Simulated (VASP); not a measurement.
A run of VASP 6.6.1:

POSCAR

```
LiMg
1.0
    3.0823769162      0.0000000000      0.0000000000
   -1.5411884581      2.6694167455      0.0000000000
    0.0000000000      0.0000000000      4.9832371630
Li Mg
1 1
Direct
    0.0000000000      0.0000000000      0.0000000000
    0.6666666667      0.3333333333      0.5000000000
```

File INCAR.step1:

```
SYSTEM = LiMg
PREC = Accurate
ENCUT = 520
ISMEAR = -1
SIGMA = 0.05
LREAL = .FALSE.
LASPH = .TRUE.
NELM = 100
NBANDS = 10
GGA = PE
ALGO = Normal
EDIFF = 1E-4
LWAVE = .TRUE.
LCHARG = .FALSE.
```

INCAR.step2

```
SYSTEM = LiMg
PREC = Accurate
ENCUT = 520
EDIFF = 1E-7
ISMEAR = -1
SIGMA = 0.05
LREAL = .FALSE.
LASPH = .TRUE.
NELM = 100
ALGO = Normal
ISIF = 2
LWAVE = .FALSE.
LCHARG = .FALSE.
METAGGA = R2SCAN
LMIXTAU = .TRUE.
NBANDS = 10
ISTART = 1
```

Contents of KPOINTS:

```
Automatic mesh
0
G
  11 11 6
  0 0 0
```

Potentials or basis: VASP PAW PBE potentials, release 64 (Li_sv, Mg).

Command:

```sh
$ cat potpaw_PBE.64/Li_sv/POTCAR potpaw_PBE.64/Mg/POTCAR > POTCAR
$ cp INCAR.step1 INCAR
$ mpirun -np 1 vasp_std > vasp.out
$ cp INCAR.step2 INCAR
$ mpirun -np 1 vasp_std > vasp.out
```

Hardware: 1 thread of Intel(R) Xeon(R) 6975P-C (Granite Rapids), with other jobs on the host.

Problem. Estimate the wall time of this run.

Solution. Run time: 53 s on 1 thread of Intel(R) Xeon(R) 6975P-C (Granite Rapids), on a shared host, peak memory 0.18 GiB. Counts: k points 64.
